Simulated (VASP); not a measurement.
# SiNi3: single point with PBE

The system is SiNi3.

```
Si Ni
1.0
     3.48008    0.00000    0.00000
     0.00000    3.48008    0.00000
     0.00000    0.00000    3.48008
Si Ni
1 3
Direct
  0.00000 0.00000 0.00000
  0.00000 0.50000 0.50000
  0.50000 0.00000 0.50000
  0.50000 0.50000 0.00000
```

```yaml
Program: VASP 6.6.1
Task: single point
Functional: PBE
Potentials_or_basis: VASP PAW PBE potentials, release 64 (Si, Ni)
Cutoff: 520 eV
k_mesh: 12 × 12 × 12
Occupations: gaussian, width 0.1 eV
Spin: no spin polarisation
Dipole_correction: no
Further_INCAR_settings: ALGO = Fast; EDIFF = 1e-06; NBANDS = 25
```

```
Pressure               : 5.1 GPa
Band gap on the k mesh : zero (band 17 reaches 11.03 eV, above the bottom of band 18 at 10.78 eV)
```

Levels at points of the mesh, in eV from the Fermi level:
| k point | band 15 | band 16 | band 17 | band 18 | band 19 | band 20 |
| --- | --- | --- | --- | --- | --- | --- |
| (0.00, 0.00, 0.00) | -0.64 | -0.31 | 0.03 | 0.03 | 0.03 | 5.04 |
| (0.50, 0.00, 0.00) | -1.18 | -0.57 | 0.04 | 3.69 | 3.69 | 5.32 |
| (0.50, 0.50, 0.00) | -1.14 | -1.05 | -0.98 | 0.67 | 0.67 | 5.72 |
| (0.50, 0.50, 0.50) | -1.28 | -0.44 | -0.21 | -0.21 | -0.21 | 1.30 |

Wall time 46 s on 1 thread of AMD EPYC 9R45 96-Core Processor (Zen 5) (shared host), peak memory 0.17 GiB.

Spin polarisation is off, so any magnetic state and its effect on volume and gap are missing.
